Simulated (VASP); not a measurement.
# Al33N32 (a cell with a defect) in VASP: single point with PBEsol

Aim: the single point of Al33N32 (a cell with a defect) with PBEsol.

Everything below comes from runs of VASP 6.6.1. Logs are shortened: lines on timing, memory, paths and dates and some standing lists are left out, and cuts for length are marked.

## 1. The cell of the first run

The cell holds a defect, 65 atoms: a = 8.755 Å, b = 8.755 Å, c = 8.755 Å, α = 90.00°, β = 90.00°, γ = 90.00°.

## 2. Single point, PBEsol, collinear spin

Input file INCAR:

```
ALGO = Normal ; EDIFF = 1E-6
ENCUT = 520 ; GGA = PS
GGA_COMPAT = False ; ISIF = 2
ISMEAR = -1 ; ISPIN = 2
ISYM = -1 ; LASPH = True
LCHARG = True ; LELF = True
LORBIT = 11 ; LREAL = Auto
LVHAR = True ; LWAVE = False
MAGMOM = 0 0 0 0 0 0 0 0.091 0 0.091 0 0 0 0 0 0 0 0 0.091 0 0 0 0 0 0 0 0 0 0.091 0 0 0 0.091 0 0 0 0 0 0 0 0 0.091 0.091 0 0 0 0 0 0 0.091 0 0.091 0 0 0 0 0 0.091 0 0 0 0.091 0 0 0 ; NBANDS = 172
NELM = 200 ; PREC = Accurate
SIGMA = 0.05
```

Input file KPOINTS:

```
explicit points
1
Reciprocal
  0.25000000   0.25000000   0.25000000 1
```

Input file POSCAR:

```
Al33N32
1.0
    8.7554440000      0.0000000000      0.0000000000
    0.0000000000      8.7554440000      0.0000000000
    0.0000000000      0.0000000000      8.7554440000
Al N
33 32
Direct
    0.9985100000      0.9992080000      0.9986180000
    0.9936600000      0.9943230000      0.4983120000
    0.9945630000      0.4991710000      0.9952310000
    0.0011700000      0.4994610000      0.5007590000
    0.4984390000      0.9951140000      0.9951150000
    0.4986470000      0.0019070000      0.5005520000
    0.5004750000      0.5010850000      0.0018790000
    0.5209500000      0.5216100000      0.5266880000
    0.2491970000      0.2499620000      0.0015280000
    0.2284350000      0.2298570000      0.5257630000
    0.2514660000      0.7555210000      0.9948790000
    0.2509260000      0.7493900000      0.5003820000
    0.7547700000      0.2521120000      0.9949300000
    0.7486300000      0.2515370000      0.5005020000
    0.7513110000      0.7519950000      0.9983590000
    0.7561470000      0.7568230000      0.4977800000
    0.2509930000      0.0016930000      0.2485460000
    0.2516470000      0.9951150000      0.7540240000
    0.2294180000      0.5211720000      0.2224390000
    0.2493120000      0.5008590000      0.7471760000
    0.7562030000      0.9939340000      0.2512020000
    0.7513440000      0.9990770000      0.7504150000
    0.7486830000      0.4994200000      0.2483270000
    0.7551460000      0.4989350000      0.7539560000
    0.0009700000      0.2515610000      0.2483790000
    0.9945260000      0.2522840000      0.7539320000
    0.9933120000      0.7568680000      0.2511860000
    0.9983520000      0.7520430000      0.7504430000
    0.5209870000      0.2305610000      0.2220600000
    0.5002060000      0.2500820000      0.7471670000
    0.4986400000      0.7494270000      0.2484860000
    0.4981870000      0.7559040000      0.7540220000
    0.3754550000      0.3757460000      0.3750310000
    0.1241420000      0.1247300000      0.1250200000
    0.1107390000      0.1112380000      0.6372030000
    0.1104880000      0.6400620000      0.1126810000
    0.1240720000      0.6268280000      0.6243180000
    0.6393430000      0.1108850000      0.1126050000
    0.6259850000      0.1246800000      0.6243130000
    0.6260590000      0.6268930000      0.1248700000
    0.6395810000      0.6403730000      0.6369950000
    0.3751460000      0.3758670000      0.1383350000
    0.3750010000      0.3756940000      0.6108680000
    0.3750170000      0.8759090000      0.1260740000
    0.3751560000      0.8755950000      0.6231070000
    0.8752320000      0.3757050000      0.1260560000
    0.8748590000      0.3758200000      0.6231160000
    0.8751190000      0.8757630000      0.1227090000
    0.8749830000      0.8756810000      0.6265360000
    0.3751660000      0.1419740000      0.3745980000
    0.3752530000      0.1278800000      0.8750120000
    0.3751850000      0.6096520000      0.3748850000
    0.3751920000      0.6232680000      0.8743980000
    0.8752400000      0.1283910000      0.3747760000
    0.8749920000      0.1249080000      0.8747090000
    0.8750350000      0.6227960000      0.3747870000
    0.8750580000      0.6265540000      0.8745800000
    0.1410760000      0.3758580000      0.3746050000
    0.1271070000      0.3759380000      0.8750130000
    0.1276470000      0.8759380000      0.3747660000
    0.1241420000      0.8756650000      0.8747370000
    0.6090820000      0.3758980000      0.3749020000
    0.6226620000      0.3758760000      0.8743630000
    0.6221800000      0.8757150000      0.3748170000
    0.6259640000      0.8757210000      0.8745390000
```

Potentials or basis: VASP PAW PBE potentials, release 64 (Al, N).

On the command line:

```console
cat potpaw_PBE.64/Al/POTCAR potpaw_PBE.64/N/POTCAR > POTCAR
mpirun -np 1 vasp_std > vasp.out
```

OUTCAR:

```text
EDIFF = 1E-6
   ENCUT = 520
   GGA = PS
   ISIF = 2
   ISMEAR = -1
   ISPIN = 2
   ISYM = -1
   LASPH = True
   LORBIT = 11
   LREAL = Auto
   NELM = 200
   PREC = Accurate

 ion  position               nearest neighbor table
   1  0.999  0.999  0.999-  48 1.88  61 1.89  55 1.89  34 1.91  15 3.06  21 3.06  27 3.06  28 3.07
                            22 3.07  13 3.08  11 3.08  18 3.08  26 3.08   9 3.10  25 3.11  17 3.11
   2  0.994  0.994  0.498-  49 1.85  35 1.89  60 1.90  54 1.90  10 2.92  16 2.94  21 3.00  27 3.00
                            28 3.06  22 3.06  12 3.11  14 3.11  17 3.14  25 3.14  26 3.18  18 3.18
   3  0.995  0.499  0.995-  57 1.86  46 1.89  36 1.90  59 1.90  19 2.87  24 2.98  13 3.01  26 3.02
                            15 3.07  28 3.08  23 3.09  25 3.10  20 3.11   9 3.12  11 3.18  27 3.18
   4  0.001  0.499  0.501-  47 1.88  37 1.89  56 1.90  58 1.97  20 3.06  24 3.09  12 3.09  10 3.10
                            25 3.10  26 3.10  14 3.10  28 3.11  16 3.11  23 3.13  27 3.14  19 3.16
   5  0.498  0.995  0.995-  65 1.86  44 1.89  38 1.90  51 1.90  29 2.87  32 2.97  11 3.01  18 3.02
                            15 3.07  22 3.08  31 3.09  17 3.10  30 3.11   9 3.12  13 3.18  21 3.18
   6  0.499  0.002  0.501-  45 1.88  39 1.89  64 1.90  50 1.97  30 3.06  32 3.09  14 3.09  17 3.09
                            12 3.10  18 3.10  10 3.10  22 3.11  16 3.11  31 3.12  21 3.14  29 3.16
   7  0.500  0.501  0.002-  40 1.89  63 1.90  53 1.90  42 1.96  29 3.06  23 3.06  31 3.06  19 3.06
                            15 3.11   9 3.11  24 3.11  32 3.11  13 3.12  11 3.12  30 3.13  20 3.13
   8  0.521  0.522  0.527-  41 1.76  43 1.95  62 2.00  52 2.00  33 2.24  24 2.86  32 2.87  16 2.92
                            30 3.07  20 3.07  14 3.10  12 3.10  31 3.15  23 3.15
   9  0.249  0.250  0.002-  34 1.89  59 1.89  51 1.89  42 1.97  25 3.07  17 3.07  19 3.07  29 3.07
[... 33 lines left out ...]
  26  0.995  0.252  0.754-  55 1.86  47 1.89  35 1.90  59 1.91  10 2.87  13 2.98  24 3.01   3 3.02
                            22 3.07   1 3.08  14 3.09   4 3.10   9 3.11  20 3.12   2 3.18  18 3.18
  27  0.993  0.757  0.251-  48 1.85  36 1.89  56 1.90  60 1.91  19 2.93  21 2.94  16 3.00   2 3.00
                            15 3.06   1 3.06  23 3.11  17 3.11  12 3.14   4 3.14   3 3.18  11 3.19
  28  0.998  0.752  0.750-  49 1.87  57 1.89  61 1.89  37 1.91  22 3.06   2 3.06  15 3.06  16 3.06
                             1 3.07  24 3.07  18 3.07  11 3.08   3 3.08  20 3.11   4 3.11  12 3.11
  29  0.521  0.231  0.222-  38 1.76  42 1.95  62 2.00  50 2.00  33 2.24  13 2.86   5 2.87  21 2.93
                             7 3.06   9 3.07  23 3.09  17 3.11  14 3.15   6 3.16
  30  0.500  0.250  0.747-  39 1.89  51 1.90  63 1.90  43 1.96   6 3.06  14 3.07   8 3.07  10 3.07
                            20 3.11  22 3.11  13 3.11   5 3.11  18 3.12  24 3.12   9 3.13   7 3.13
  31  0.499  0.749  0.248-  44 1.88  40 1.89  64 1.90  52 1.97   7 3.06   5 3.09  12 3.09  17 3.10
                            23 3.10  19 3.10  11 3.10  21 3.11  15 3.11   6 3.12  16 3.14   8 3.15
  32  0.498  0.756  0.754-  65 1.86  45 1.89  41 1.90  53 1.90   8 2.87   5 2.97  18 3.01  11 3.02
                            22 3.07  15 3.08   6 3.09  12 3.10   7 3.11  20 3.12  24 3.18  16 3.18
  33  0.375  0.376  0.375-  62 2.05  50 2.05  52 2.05  58 2.05  43 2.06  42 2.07   8 2.24  10 2.24
                            29 2.24  19 2.25
  34  0.124  0.125  0.125-  25 1.89  17 1.89   9 1.89   1 1.91
  35  0.111  0.111  0.637-  10 1.76   2 1.89  18 1.90  26 1.90
  36  0.110  0.640  0.113-  19 1.76  27 1.89  11 1.90   3 1.90
  37  0.124  0.627  0.624-  12 1.89   4 1.89  20 1.89  28 1.91
  38  0.639  0.111  0.113-  29 1.76  21 1.89   5 1.90  13 1.90
  39  0.626  0.125  0.624-  14 1.89   6 1.89  30 1.89  22 1.91
  40  0.626  0.627  0.125-  23 1.89  31 1.89   7 1.89  15 1.91
  41  0.640  0.640  0.637-   8 1.76  16 1.89  32 1.90  24 1.90
  42  0.375  0.376  0.138-  29 1.95  19 1.95   7 1.96   9 1.97  33 2.07
  43  0.375  0.376  0.611-   8 1.95  10 1.96  30 1.96  20 1.96  33 2.06
  44  0.375  0.876  0.126-  17 1.88  31 1.88   5 1.89  11 1.90
  45  0.375  0.876  0.623-   6 1.88  12 1.89  32 1.89  18 1.89
  46  0.875  0.376  0.126-  25 1.88  23 1.88   3 1.89  13 1.90
  47  0.875  0.376  0.623-   4 1.88  14 1.89  24 1.89  26 1.89
  48  0.875  0.876  0.123-  27 1.85  21 1.85   1 1.88  15 1.88
  49  0.875  0.876  0.627-   2 1.85  16 1.85  22 1.87  28 1.87
  50  0.375  0.142  0.375-   6 1.97  17 1.98  10 2.00  29 2.00  33 2.05
  51  0.375  0.128  0.875-   9 1.89  30 1.90   5 1.90  18 1.91
  52  0.375  0.610  0.375-  12 1.97  31 1.97   8 2.00  19 2.00  33 2.05
  53  0.375  0.623  0.874-   7 1.90  20 1.90  32 1.90  11 1.90
  54  0.875  0.128  0.375-  25 1.90  14 1.90   2 1.90  21 1.91
  55  0.875  0.125  0.875-  13 1.86  26 1.86   1 1.89  22 1.89
  56  0.875  0.623  0.375-   4 1.90  23 1.90  16 1.90  27 1.90
  57  0.875  0.627  0.875-   3 1.86  24 1.86  28 1.89  15 1.89
  58  0.141  0.376  0.375-   4 1.97  25 1.98  10 1.99  19 2.00  33 2.05
  59  0.127  0.376  0.875-   9 1.89  20 1.90   3 1.90  26 1.91
  60  0.128  0.876  0.375-  17 1.90  12 1.90   2 1.90  27 1.91
  61  0.124  0.876  0.875-  11 1.86  18 1.86   1 1.89  28 1.89
  62  0.609  0.376  0.375-  14 1.97  23 1.97   8 2.00  29 2.00  33 2.05
  63  0.623  0.376  0.874-   7 1.90  30 1.90  24 1.90  13 1.90
  64  0.622  0.876  0.375-   6 1.90  31 1.90  16 1.90  21 1.90
  65  0.626  0.876  0.875-   5 1.86  32 1.86  22 1.88  15 1.88
[... 206 lines left out ...]
   LORBIT       =     11    0 simple, 1 ext, 2 COOP (PROOUT), +10 PAW based schemes
   GGA     = PS    functional components
   LHFCALC =     F    Hartree Fock is set to
   AEXX    =    0.0000 exact exchange contribution
   IVDW    =     0    specifies the selected vdW correction
   LEPSILON=     F    determine dielectric tensor
   LRPA    =     F    only Hartree local field effects (RPA)
 spin polarized calculation
  energy-cutoff  :      520.00
  volume of cell :      671.17
 maximum number of plane-waves:     18052
 NGX is ok and might be reduce to    70
   NGX = 33   NGY = 33   NGZ = 33

 number of electron     258.9999953 magnetization       1.0507139

 Free energy of the ion-electron system (eV)
  ---------------------------------------------------
  ext. energy  EPLUGINS =         0.00000000
  ---------------------------------------------------
  free energy    TOTEN  =      -493.49467499 eV

  energy without entropy =     -493.42522046  energy(sigma->0) =     -493.45994772

 E-fermi :   9.8086     XC(G=0): -11.2099

 val. band max:        9.7005482116   @ k =   0.2500   0.2500   0.2500
 cond. band min:       9.9096112902   @ k =   0.2500   0.2500   0.2500
 fundamental gap:      0.2090630785
 Fermi energy:         9.8085525597

 spin component 1

 k-point     1 :       0.2500    0.2500    0.2500
  band No.  band energies     occupation
      1      -9.2143      1.00000
      2      -8.4794      1.00000
      3      -8.2540      1.00000
      4      -8.2025      1.00000
      5      -7.8802      1.00000
      6      -7.7391      1.00000
[... 133 lines left out ...]
    140      11.6058      0.00000
    141      11.8073      0.00000
 Fermi energy:         9.8085525597

 spin component 2

 k-point     1 :       0.2500    0.2500    0.2500
  band No.  band energies     occupation
      1      -9.1963      1.00000
      2      -8.4668      1.00000
      3      -8.2357      1.00000
      4      -8.1872      1.00000
      5      -7.8689      1.00000
      6      -7.7290      1.00000
[... 133 lines left out ...]
    140      11.6727      0.00000
    141      11.8253      0.00000
 [bands above 141 left out]

------------------------ aborting loop because EDIFF is reached ----------------------------------------

  FORCE on cell =-STRESS in cart. coord.  units (eV):
  Direction    XX          YY          ZZ          XY          YZ          ZX
  --------------------------------------------------------------------------------------
  -------------------------------------------------------------------------------------
  Total       11.9042099     11.8441419     11.3959331     -1.6443636     -1.5630445     -1.6373580
  in kB       28.4168959     28.2735057     27.2035731     -3.9253096     -3.7311904     -3.9085862
  external PRESSURE =      27.9646582 kB  Pullay stress =       0.0000000 kB

 VOLUME and BASIS-vectors are now :
 -----------------------------------------------------------------------------
  energy-cutoff  :      520.00
  volume of cell :      671.17
      direct lattice vectors                 reciprocal lattice vectors
     8.755444000  0.000000000  0.000000000     0.114214653  0.000000000  0.000000000
     0.000000000  8.755444000  0.000000000     0.000000000  0.114214653  0.000000000
     0.000000000  0.000000000  8.755444000     0.000000000  0.000000000  0.114214653

 POSITION                                       TOTAL-FORCE (eV/Angst)
 -----------------------------------------------------------------------------------
      8.74240      8.74851      8.74334         0.028155      0.023671     -0.003197
      8.69993      8.70574      4.36294         0.045033      0.040733     -0.014102
      8.70784      4.37046      8.71369         0.021793      0.031345     -0.004709
      0.01024      4.37300      4.38437         0.036748      0.030451     -0.034116
      4.36405      8.71266      8.71267         0.036473      0.020123     -0.005404
      4.36588      0.01670      4.38256         0.040600      0.031687     -0.027145
[... 57 lines left out ...]
      5.44746      7.66727      3.28169        -0.000339     -0.002248     -0.000476
      5.48059      7.66733      7.65698        -0.002690     -0.001117     -0.000092
 -----------------------------------------------------------------------------------
    total drift:                               -0.007429      0.001339     -0.012100

  FREE ENERGIE OF THE ION-ELECTRON SYSTEM (eV)
  ---------------------------------------------------
  free  energy   TOTEN  =      -493.4946749880 eV

  energy  without entropy=     -493.4252204618  energy(sigma->0) =     -493.45994772

 total charge

# of ion       s       p       d       tot
------------------------------------------
    1        0.368   0.449   0.000   0.817
    2        0.369   0.455   0.000   0.824
    3        0.368   0.454   0.000   0.822
    4        0.363   0.436   0.000   0.799
    5        0.368   0.454   0.000   0.822
    6        0.363   0.436   0.000   0.799
[... 57 lines left out ...]
   64        1.220   2.603   0.000   3.823
   65        1.222   2.642   0.000   3.864
--------------------------------------------------
tot         51.262  98.388   0.000 149.651

 magnetization (x)

# of ion       s       p       d       tot
------------------------------------------
    1       -0.000   0.001   0.000   0.001
    2       -0.000   0.001   0.000   0.000
    3       -0.000   0.002   0.000   0.002
    4       -0.000   0.003   0.000   0.003
    5       -0.000   0.002   0.000   0.002
    6       -0.000   0.003   0.000   0.003
[... 57 lines left out ...]
   64        0.001   0.001   0.000   0.002
   65        0.001   0.001   0.000   0.002
--------------------------------------------------
tot          0.053   0.092   0.000   0.145
```

Run time: 7.3 min. Hardware: 1 thread of Intel Xeon Platinum 8559C (Emerald Rapids), shared host; peak memory 1 GiB.

Results:

```
Free energy                                           : -493.4947 eV
Pressure                                              : 2.8 GPa
Largest force                                         : 0.077 eV/Å
Net moment                                            : 1.05 μB per cell
Valence electrons inside the program's atomic spheres : Al 0.82, 0.80, 0.84, 0.85 (each value once); N 3.84, 3.88, 3.80, 3.83, 3.87, 3.78, 3.82, 3.86 (each value once)
```

Forces in eV/Å, atoms in the order of the input:
```
Al   0.028  0.024 -0.003
Al   0.045  0.041 -0.014
Al   0.022  0.031 -0.005
Al   0.037  0.030 -0.034
Al   0.036  0.020 -0.005
Al   0.041  0.032 -0.027
Al   0.027  0.023 -0.012
Al   0.006  0.004 -0.070
Al  -0.026 -0.022 -0.007
Al   0.003 -0.008 -0.065
Al  -0.034 -0.023  0.002
Al  -0.039 -0.034 -0.024
Al  -0.022 -0.030 -0.003
Al  -0.038 -0.028 -0.027
Al  -0.025 -0.022 -0.002
Al  -0.043 -0.037 -0.006
Al  -0.041  0.032  0.023
Al  -0.037  0.025  0.000
Al   0.005  0.013  0.070
Al  -0.028  0.024  0.005
Al  -0.047  0.044  0.013
Al  -0.026  0.023  0.004
Al  -0.038  0.030  0.026
Al  -0.027  0.033 -0.001
Al   0.038 -0.030  0.027
Al   0.023 -0.031  0.003
Al   0.048 -0.042  0.013
Al   0.029 -0.022  0.004
Al   0.008 -0.005  0.077
Al   0.029 -0.025  0.005
Al   0.038 -0.034  0.023
Al   0.039 -0.024 -0.002
Al  -0.024 -0.010 -0.006
N    0.006  0.006 -0.015
N   -0.012 -0.005  0.040
N   -0.010  0.006 -0.043
N    0.007 -0.007  0.019
N    0.009 -0.004 -0.045
N   -0.005  0.008  0.018
N   -0.003 -0.006 -0.012
N    0.008  0.008  0.046
N    0.000 -0.002 -0.004
N    0.000  0.002  0.009
N   -0.001 -0.001  0.000
N   -0.002  0.000  0.000
N   -0.002 -0.001 -0.001
N    0.000 -0.002  0.002
N   -0.001  0.000  0.000
N   -0.001 -0.002 -0.002
N    0.001 -0.005  0.001
N   -0.001 -0.002  0.000
N    0.001  0.011 -0.001
N   -0.001  0.001  0.001
N    0.000 -0.003  0.000
N    0.000 -0.003  0.000
N   -0.003  0.004  0.000
N   -0.002  0.001  0.000
N   -0.008  0.001  0.004
N    0.002 -0.002 -0.001
N    0.002  0.001  0.000
N    0.001  0.000  0.000
N    0.013  0.001 -0.003
N   -0.002 -0.002  0.002
N    0.000 -0.002  0.000
N   -0.003 -0.001  0.000
```

Stress tensor (GPa, compression positive):
```
 2.84 -0.39 -0.39
-0.39  2.83 -0.37
-0.39 -0.37  2.72
```

Levels at points of the mesh, in eV from the Fermi level:
Spin up:
| k point | band 127 | band 128 | band 129 | band 130 | band 131 | band 132 | band 133 | band 134 |
| --- | --- | --- | --- | --- | --- | --- | --- | --- |
| (0.25, 0.25, 0.25) | -3.87 | -3.87 | -0.16 | -0.15 | 0.10 | 0.66 | 1.22 | 1.27 |
Spin down:
| k point | band 126 | band 127 | band 128 | band 129 | band 130 | band 131 | band 132 | band 133 |
| --- | --- | --- | --- | --- | --- | --- | --- | --- |
| (0.25, 0.25, 0.25) | -3.98 | -3.87 | -3.86 | -0.11 | 0.14 | 0.19 | 0.74 | 1.28 |

Caveat: the PAW data sets were made with another functional, which shifts forces and pressure a little.
